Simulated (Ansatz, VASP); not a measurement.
AlIn2N3 in VASP and in Ansatz

Contents of INCAR:

```
PREC = Accurate
ENCUT = 520
EDIFF = 1E-6
ISMEAR = 0
SIGMA = 0.1
LREAL = False
LASPH = True
NELM = 150
ALGO = Normal
ISIF = 2
LWAVE = False
LCHARG = False
ISPIN = 2
MAGMOM = 0 0 0 1 1 1
LORBIT = 11
GGA = PE
NBANDS = 35
```

The input KPOINTS:

```
Automatic mesh
0
Gamma
  4 4 4
```

POSCAR

```
AlIn2N3
1.0
    4.2134094300      0.0000000000      0.0000000000
    0.0000000000      4.2134094300      0.0000000000
    0.0000000000      0.0000000000      6.0983115900
Al In N
1 2 3
Direct
    0.5000000000      0.5000000000      0.5000000000
    0.5000000000      0.0000000000      0.0000000000
    0.0000000000      0.5000000000      0.0000000000
    0.5000000000      0.0000000000      0.5000000000
    0.0000000000      0.5000000000      0.5000000000
    0.5000000000      0.5000000000      0.0000000000
```

Input for Ansatz:

```yaml
crystal:
  lattice:
    - [4.21340943, 0.0, 0.0]
    - [0.0, 4.21340943, 0.0]
    - [0.0, 0.0, 6.09831159]
  atoms:
    - { symbol: Al, position: [0.5, 0.5, 0.5] }
    - { symbol: In, position: [0.5, 0.0, 0.0] }
    - { symbol: In, position: [0.0, 0.5, 0.0] }
    - { symbol: "N", position: [0.5, 0.0, 0.5], spin: 1.0 }
    - { symbol: "N", position: [0.0, 0.5, 0.5], spin: 1.0 }
    - { symbol: "N", position: [0.5, 0.5, 0.0], spin: 1.0 }
basis:
  ecutwfc: 420
kpoints:
  mp_grid: { grid: [4, 4, 4] }
hamiltonian:
  xc: pbe
scf:
  occupations: { method: gaussian, width: 0.1 }
  lower_state_search: "off"
output:
  forces: true
  stress: true
  eigenvalues: true
  populations: true
magnetization:
  spin_polarized: true
```

Alike in both runs: task single point; functional PBE; k mesh 4 × 4 × 4; occupations gaussian, width 0.1 eV; collinear spin.

|  | VASP | Ansatz |
| --- | --- | --- |
| version | VASP 6.6.1 | Ansatz 0.2.0 |
| potentials or method | VASP PAW PBE potentials, release 64 (Al, In_d, N), cutoff 520 eV | scalar-relativistic, plane waves, PAW |
| valence electrons in the cell | 44 | 44 |

VASP gave:

| Quantity | Value |
| --- | --- |
| gap on the k mesh at the Fermi level (eV) | none |
| pressure (GPa) | -7.3 |
| traceless stress, the component that is largest in VASP (GPa) | -6.35 |
| net moment per atom (μB) | 0.09 |
| size of the moment on the site where the two differ most (μB) | 0.20 |

What did Ansatz give for the same quantities?

gap on the k mesh at the Fermi level (eV): none; pressure (GPa): -7.3; traceless stress, the component that is largest in VASP (GPa): -6.28; net moment per atom (μB): 0.09; size of the moment on the site where the two differ most (μB): 0.23.

Site moments also hang on the region over which each program counts them. A gap of «none» marks a metal or a gap that the smearing closes.

The k mesh is coarse, so the values compare programs but aren't converged.
